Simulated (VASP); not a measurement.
# Ni (Pm-3m) in VASP: notebook

The runs below take Ni through single point, with PBE.

Program: VASP 6.6.1. These are calculated values, not measurements. Logs are shortened: lines on timing, memory, paths and dates and some standing lists are left out, and cuts for length are marked.

### Step 1. The cell of the first run

Symmetry: Pm-3m, No. 221, cubic system. Conventional cell: a = 2.357 Å, b = 2.357 Å, c = 2.357 Å, α = 90.00°, β = 90.00°, γ = 90.00°. Ni (site symmetry m-3m) has 6 Ni at 2.36 Å within 3.1 Å.

### Step 2. Single point, PBE (volume scaled by 1.04)

The input, INCAR:

```
  PREC = Accurate
  ENCUT = 600
  EDIFF = 1E-6
  ISMEAR = -1
  SIGMA = 0.1
  LREAL = False
  LASPH = True
  NELM = 120
  ALGO = Normal
  ISIF = 2
  LWAVE = False
  LCHARG = False
  GGA = PE
  NBANDS = 11
  GGA_COMPAT = False
```

The input, KPOINTS:

```
Automatic mesh
0
Gamma
  15 15 15
```

The input, POSCAR:

```
Ni
1.0
    2.3571386579      0.0000000000      0.0000000000
    0.0000000000      2.3571386579      0.0000000000
    0.0000000000      0.0000000000      2.3571386579
Ni
1
Direct
    0.0000000000      0.0000000000      0.0000000000
```

Potentials or basis: VASP PAW PBE potentials, release 64 (Ni).

The run is started by

```console
$ cat potpaw_PBE.64/Ni/POTCAR > POTCAR
$ mpirun -np 1 vasp_std > vasp.out
```

OUTCAR:

```text
PREC = Accurate
   ENCUT = 600
   EDIFF = 1E-6
   ISMEAR = -1
   LREAL = False
   LASPH = True
   NELM = 120
   ISIF = 2
   GGA = PE

 ion  position               nearest neighbor table
   1  0.000  0.000  0.000-

  LATTYP: Found a simple cubic cell.
 ALAT       =     2.3571386579

  Lattice vectors:

 A1 = (   2.3571386579,   0.0000000000,   0.0000000000)
 A2 = (   0.0000000000,   2.3571386579,   0.0000000000)
 A3 = (   0.0000000000,   0.0000000000,   2.3571386579)

Analysis of symmetry for initial positions (statically):
=====================================================================
 Subroutine PRICEL returns:
 Original cell was already a primitive cell.

 Routine SETGRP: Setting up the symmetry group for a
 simple cubic supercell.

 Subroutine GETGRP returns: Found 48 space group operations
 (whereof 48 operations were pure point group operations)
 out of a pool of 48 trial point group operations.

The static configuration has the point symmetry O_h .

Analysis of symmetry for dynamics (positions and initial velocities):
=====================================================================
 Subroutine PRICEL returns:
 Original cell was already a primitive cell.

 Routine SETGRP: Setting up the symmetry group for a
 simple cubic supercell.

 Subroutine GETGRP returns: Found 48 space group operations
 (whereof 48 operations were pure point group operations)
 out of a pool of 48 trial point group operations.

The dynamic configuration has the point symmetry O_h .

 Subroutine INISYM returns: Found 48 space group operations
 (whereof 48 operations are pure point group operations),
 and found     1 'primitive' translations

----------------------------------------------------------------------------------------

                                     Primitive cell

  volume of cell :      13.0965

  direct lattice vectors                    reciprocal lattice vectors
     2.357138658  0.000000000  0.000000000     0.424243180  0.000000000  0.000000000
     0.000000000  2.357138658  0.000000000     0.000000000  0.424243180  0.000000000
     0.000000000  0.000000000  2.357138658     0.000000000  0.000000000  0.424243180

  length of vectors
     2.357138658  2.357138658  2.357138658     0.424243180  0.424243180  0.424243180

  position of ions in fractional coordinates (direct lattice)
     0.000000000  0.000000000  0.000000000

  ion indices of the primitive-cell ions
   primitive index   ion index
                 1           1

----------------------------------------------------------------------------------------

 KPOINTS: Automatic mesh

Automatic generation of k-mesh.
 Grid dimensions read from file:
 generate k-points for:   15   15   15

 Generating k-lattice:

  Cartesian coordinates                     Fractional coordinates (reciprocal lattice)
     0.028282879  0.000000000  0.000000000     0.066666667  0.000000000  0.000000000
     0.000000000  0.028282879  0.000000000     0.000000000  0.066666667  0.000000000
     0.000000000  0.000000000  0.028282879     0.000000000  0.000000000  0.066666667

  Length of vectors
     0.028282879  0.028282879  0.028282879

  Shift w.r.t. Gamma in fractional coordinates (k-lattice)
     0.000000000  0.000000000  0.000000000

 Subroutine IBZKPT returns following result:
 ===========================================

 Found    120 irreducible k-points:

 Following reciprocal coordinates:
            Coordinates               Weight
  0.000000  0.000000  0.000000      1.000000
  0.066667  0.000000  0.000000      6.000000
  0.133333  0.000000  0.000000      6.000000
  0.200000  0.000000  0.000000      6.000000
  0.266667  0.000000  0.000000      6.000000
  0.333333  0.000000  0.000000      6.000000
[... 16 lines left out ...]
  0.266667  0.200000  0.000000     24.000000
  0.333333  0.200000  0.000000     24.000000
 [... further k-points ...]
   k-points           NKPTS =    120   k-points in BZ     NKDIM =    120   number of bands    NBANDS=     11
   number of dos      NEDOS =    301   number of ions     NIONS =      1
   total plane-waves  NPLWV =   8000
   dimension x,y,z NGX =    20 NGY =   20 NGZ =   20
   dimension x,y,z NGXF=    40 NGYF=   40 NGZF=   40
   ions per type =               1
   NGX,Y,Z   is equivalent  to a cutoff of  14.11, 14.11, 14.11 a.u.
   NGXF,Y,Z  is equivalent  to a cutoff of  28.21, 28.21, 28.21 a.u.
 SYSTEM =  unknown system
   PREC   = accura    normal or accurate (medium, high low for compatibility)
   ISTART =      0    job   : 0-new  1-cont  2-samecut
   ICHARG =      2    charge: 1-file 2-atom 10-const
   ISPIN  =      1    spin polarized calculation?
   LNONCOLLINEAR =      F non collinear calculations
   LSORBIT =      F    spin-orbit coupling
   LASPH  =      T    aspherical Exc in radial PAW
   ENCUT  =  600.0 eV  44.10 Ry    6.64 a.u.   4.71  4.71  4.71*2*pi/ulx,y,z
   NELM   =    120;   NELMIN=  2; NELMDL= -5     # of ELM steps
   EDIFF  = 0.1E-05   stopping-criterion for ELM
   LREAL  =      F    real-space projection
   EDIFFG = 0.1E-04   stopping-criterion for IOM
   NSW    =      0    number of steps for IOM
   IBRION =     -1    ionic relax: 0-MD 1-quasi-New 2-CG
   NFREE  =      0    steps in history (QN), initial steepest desc. (CG)
   ISIF   =      2    stress and relaxation
   ISYM   =      2    0-nonsym 1-usesym 2-fastsym
   POTIM  = 0.5000    time-step for ionic-motion
   TEBEG  =    0.0;   TEEND  =   0.0 temperature during run
   PSTRESS=    0.0 pullay stress
   NELECT =      10.0000    total number of electrons
   NUPDOWN=      -1.0000    fix difference up-down
   EMIN   =  10.00;   EMAX   =-10.00  energy-range for DOS
   EFERMI =   0.00;   METHOD = LEGACY
   ISMEAR =    -1;   SIGMA  =   0.10  broadening in eV -4-tet -1-fermi 0-gaus
   EFERMI_NEDOS =   21; number of points for ismear=-14 and -15
   IALGO  =     38    algorithm
   IMIX   =      4    mixing-type and parameters
     AMIX     =   0.40;   BMIX     =  1.00
     AMIX_MAG =   1.60;   BMIX_MAG =  1.00
  volume/ion in A,a.u.               =      13.10        88.38
  Fermi-wavevector in a.u.,A,eV,Ry     =   1.496315  2.827625 30.462881  2.238959
  Thomas-Fermi vector in A             =   2.608347
   LORBIT       =      0    0 simple, 1 ext, 2 COOP (PROOUT), +10 PAW based schemes
   GGA     = PE    functional components
   LHFCALC =     F    Hartree Fock is set to
   AEXX    =    0.0000 exact exchange contribution
   IVDW    =     0    specifies the selected vdW correction
   LEPSILON=     F    determine dielectric tensor
   LRPA    =     F    only Hartree local field effects (RPA)
 non-spin polarized calculation
  energy-cutoff  :      600.00
  volume of cell :       13.10
 maximum number of plane-waves:       461
 NGX is ok and might be reduce to    20
   NGX =  9   NGY =  9   NGZ =  9

 number of electron      10.0000000 magnetization

 number of electron       9.9999993 magnetization

 Free energy of the ion-electron system (eV)
  ---------------------------------------------------
  ext. energy  EPLUGINS =         0.00000000
  ---------------------------------------------------
  free energy    TOTEN  =        -4.78929337 eV

  energy without entropy =       -4.70929845  energy(sigma->0) =       -4.74929591

 E-fermi :   6.9143     XC(G=0): -12.0961

 val. band max:        6.9126316689   @ k =   0.4000   0.4000   0.0667
 cond. band min:       6.9145502495   @ k =   0.2667   0.0667   0.0667
 fundamental gap:      0.0019185806
 Fermi energy:         6.9143069491

 k-point     1 :       0.0000    0.0000    0.0000
  band No.  band energies     occupation
      1      -0.7389      2.00000
      2       3.8107      2.00000
      3       3.8107      2.00000
      4       6.9529      0.80928
      5       6.9529      0.80928
      6       6.9529      0.80928
      7      25.9836      0.00000
      8      25.9836      0.00000
      9      25.9836      0.00000
     10      29.7046      0.00000
     11      29.7046      0.00000

 k-point     2 :       0.0667    0.0000    0.0000
  band No.  band energies     occupation
      1      -0.6111      2.00000
      2       3.8279      2.00000
      3       3.8657      2.00000
      4       6.9065      1.03908
      5       6.9065      1.03908
      6       6.9567      0.79132
      7      24.2841      0.00000
      8      26.1559      0.00000
      9      26.1559      0.00000
     10      29.7391      0.00000
     11      30.8980      0.00000

 k-point     3 :       0.1333    0.0000    0.0000
  band No.  band energies     occupation
      1      -0.2344      2.00000
      2       3.8767      2.00000
      3       4.0258      2.00000
      4       6.7773      1.59487
      5       6.7773      1.59487
      6       6.9672      0.74155
      7      21.5456      0.00000
      8      26.6629      0.00000
      9      26.6629      0.00000
     10      29.8429      0.00000
     11      31.8427      0.00000

 k-point     4 :       0.2000    0.0000    0.0000
  band No.  band energies     occupation
      1       0.3692      2.00000
      2       3.9493      2.00000
      3       4.2779      2.00000
      4       6.5923      1.92318
      5       6.5923      1.92318
      6       6.9827      0.67060
      7      18.8129      0.00000
      8      27.4777      0.00000
      9      27.4777      0.00000
     10      30.0167      0.00000
     11      32.2444      0.00000

 k-point     5 :       0.2667    0.0000    0.0000
  band No.  band energies     occupation
      1       1.1544      2.00000
      2       4.0338      2.00000
      3       4.6070      2.00000
      4       6.3871      1.98979
      5       6.3871      1.98979
      6       7.0006      0.59341
      7      16.2547      0.00000
      8      28.5628      0.00000
      9      28.5628      0.00000
     10      30.2571      0.00000
     11      32.5228      0.00000
[... 211 lines left out ...]
 k-point    21 :       0.4667    0.1333    0.0000
  band No.  band energies     occupation
      1       3.6638      2.00000
      2       4.4508      2.00000
      3       4.8393      2.00000
      4       6.0088      1.99977
      5       6.8856      1.14269
      6       7.4001      0.01542
      7      10.8930      0.00000
      8      27.2719      0.00000
      9      29.2329      0.00000
     10      32.5244      0.00000
     11      33.4755      0.00000

 k-point    22 :       0.2000    0.2000    0.0000
  band No.  band energies     occupation
      1       1.4096      2.00000
      2       4.2235      2.00000
      3       4.6343      2.00000
      4       6.2579      1.99718
      5       6.5978      1.91899
      6       6.6781      1.82776
      7      19.1332      0.00000
      8      20.8239      0.00000
      9      28.9340      0.00000
     10      31.5449      0.00000
     11      35.0855      0.00000

 k-point    23 :       0.2667    0.2000    0.0000
  band No.  band energies     occupation
      1       2.1112      2.00000
      2       4.3189      2.00000
      3       4.9226      2.00000
      4       6.1816      1.99869
      5       6.4336      1.98379
      6       6.6726      1.83629
      7      17.0877      0.00000
      8      21.1251      0.00000
      9      29.9971      0.00000
     10      31.9307      0.00000
     11      32.7160      0.00000

 k-point    24 :       0.3333    0.2000    0.0000
  band No.  band energies     occupation
      1       2.8490      2.00000
      2       4.3869      2.00000
      3       5.0825      2.00000
      4       6.2554      1.99725
      5       6.4498      1.98097
      6       6.6942      1.80064
      7      14.7811      0.00000
      8      22.1049      0.00000
      9      30.4631      0.00000
     10      31.2923      0.00000
     11      32.3746      0.00000

 [... further k-points ...]
[... 5 lines left out ...]
  --------------------------------------------------------------------------------------
  -------------------------------------------------------------------------------------
  Total       -0.4305854     -0.4305854     -0.4305854      0.0000000      0.0000000      0.0000000
  in kB      -52.6762093    -52.6762093    -52.6762093      0.0000000      0.0000000      0.0000000
  external PRESSURE =     -52.6762093 kB  Pullay stress =       0.0000000 kB

 VOLUME and BASIS-vectors are now :
 -----------------------------------------------------------------------------
  energy-cutoff  :      600.00
  volume of cell :       13.10
      direct lattice vectors                 reciprocal lattice vectors
     2.357138658  0.000000000  0.000000000     0.424243180  0.000000000  0.000000000
     0.000000000  2.357138658  0.000000000     0.000000000  0.424243180  0.000000000
     0.000000000  0.000000000  2.357138658     0.000000000  0.000000000  0.424243180

 POSITION                                       TOTAL-FORCE (eV/Angst)
 -----------------------------------------------------------------------------------
      0.00000      0.00000      0.00000         0.000000      0.000000      0.000000
 -----------------------------------------------------------------------------------
    total drift:                                0.000000      0.000000      0.000000

  FREE ENERGIE OF THE ION-ELECTRON SYSTEM (eV)
  ---------------------------------------------------
  free  energy   TOTEN  =        -4.7892933727 eV

  energy  without entropy=       -4.7092984520  energy(sigma->0) =       -4.74929591
```

It took 12 s on 1 thread of Intel Xeon Platinum 8259CL at 2.50GHz (Skylake/Cascade Lake), shared host; peak memory 0.13 GiB.

Results:

| Item | Value |
| --- | --- |
| Free energy | -4.7893 eV |
| Pressure | -5.3 GPa |
| Band gap on the k mesh | zero (band 5 reaches 7.61 eV, above the bottom of band 6 at 6.52 eV) |

Caveat: the run has no spin polarisation, though such a crystal can be magnetic.

### Step 3. Single point, PBE (volume scaled by 1.08)

The input, INCAR:

```
PREC = Accurate
ENCUT = 600
EDIFF = 1E-6
ISMEAR = -1
SIGMA = 0.1
LREAL = F
LASPH = T
NELM = 120
ALGO = Normal
ISIF = 2
LWAVE = F
LCHARG = F
GGA = PE
NBANDS = 11
GGA_COMPAT = F
```

The input, KPOINTS:

```
regular mesh
0
Gamma
  15 15 15
```

The input, POSCAR:

```
Ni
1.0
    2.3869790239      0.0000000000      0.0000000000
    0.0000000000      2.3869790239      0.0000000000
    0.0000000000      0.0000000000      2.3869790239
Ni
1
Direct
    0.0000000000      0.0000000000      0.0000000000
```

Potentials or basis: VASP PAW PBE potentials, release 64 (Ni).

The run is started by

```console
$ cat potpaw_PBE.64/Ni/POTCAR > POTCAR
$ mpirun -np 1 vasp_std > vasp.out
```

Wall time 13 s (1 thread of Intel Xeon Platinum 8259CL at 2.50GHz (Skylake/Cascade Lake), shared host); peak memory 0.13 GiB.

The run converged. Its results:

```yaml
Free_energy: -4.7662 eV
Pressure: -9.3 GPa
Band_gap_on_the_k_mesh: zero (band 5 reaches 7.12 eV, above the bottom of band 6 at 6.09 eV)
```

Levels at points of the mesh, in eV from the Fermi level:
```
           k point  band 1  band 2  band 3  band 4  band 5  band 6  band 7  band 8  band 9  band 10
(0.00, 0.00, 0.00)   -7.42   -2.95   -2.95    0.03    0.03    0.03   18.63   18.63   18.63    22.27
```

Caveat: the run has no spin polarisation, though such a crystal can be magnetic.
